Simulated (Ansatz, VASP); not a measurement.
TaNbN2: VASP beside Ansatz

Contents of INCAR:

```
PREC = Accurate
ENCUT = 520
EDIFF = 1E-6
ISMEAR = 0
SIGMA = 0.1
LREAL = F
LASPH = T
NELM = 150
ALGO = Normal
ISIF = 2
LWAVE = F
LCHARG = F
ISPIN = 2
MAGMOM = 1 0 0 0
LORBIT = 11
LMAXMIX = 4
GGA = PE
NBANDS = 29
```

File KPOINTS:

```
Automatic mesh
0
Gamma
  6 6 4
```

Contents of POSCAR:

```
TaNbN2
1.0
    3.6512995630      0.0000000000      0.0000000000
   -1.8256497815      3.1621181784      0.0000000000
    0.0000000000      0.0000000000      5.7013974228
Ta Nb N
1 1 2
Direct
    0.0000000000      0.0000000000      0.5000000000
    0.0000000000      0.0000000000      0.0000000000
    0.3333333333      0.6666666667      0.0000000000
    0.6666666667      0.3333333333      0.0000000000
```

Input for Ansatz:

```yaml
crystal:
  lattice:
    - [3.651299563, 0.0, 0.0]
    - [-1.8256497815, 3.1621181784, 0.0]
    - [0.0, 0.0, 5.7013974228]
  atoms:
    - { symbol: Ta, position: [0.0, 0.0, 0.5], spin: 1.0 }
    - { symbol: Nb, position: [0.0, 0.0, 0.0] }
    - { symbol: "N", position: [0.3333333333, 0.6666666667, 0.0] }
    - { symbol: "N", position: [0.6666666667, 0.3333333333, 0.0] }
basis:
  ecutwfc: 420
kpoints:
  mp_grid: { grid: [6, 6, 4] }
hamiltonian:
  xc: pbe
scf:
  occupations: { method: gaussian, width: 0.1 }
  lower_state_search: "off"
output:
  forces: true
  stress: true
  eigenvalues: true
  populations: true
magnetization:
  spin_polarized: true
```

Alike in both runs: task single point; functional PBE; k mesh 6 × 6 × 4; occupations gaussian, width 0.1 eV; collinear spin.

|  | VASP | Ansatz |
| --- | --- | --- |
| version | VASP 6.6.1 | Ansatz 0.2.0 |
| potentials or method | VASP PAW PBE potentials, release 64 (Ta_pv, Nb_sv, N), cutoff 520 eV | scalar-relativistic, plane waves, PAW |
| valence electrons in the cell | 34 | 36 |

Ansatz gave:

* gap on the k mesh at the Fermi level (eV): none
* pressure (GPa): 0.8
* traceless stress, the component that is largest in VASP (GPa): -0.08
* net moment per atom (μB): 0.29
* size of the moment on the site where the two differ most (μB): 0.07

**Question.** Estimate VASP's values.

**Answer.** gap on the k mesh at the Fermi level (eV): none; pressure (GPa): 0.5; traceless stress, the component that is largest in VASP (GPa): -0.04; net moment per atom (μB): 0.29; size of the moment on the site where the two differ most (μB): 0.11.

Site moments also hang on the region over which each program counts them. A gap of «none» marks a metal or a gap that the smearing closes. The functional is the same, so the differences come from potentials, cutoffs and numerics. VASP's potentials hold 34 valence electrons a cell and Ansatz's 36, so a difference there can come from the potentials and not from the codes.

Neither program's run includes spin-orbit coupling.
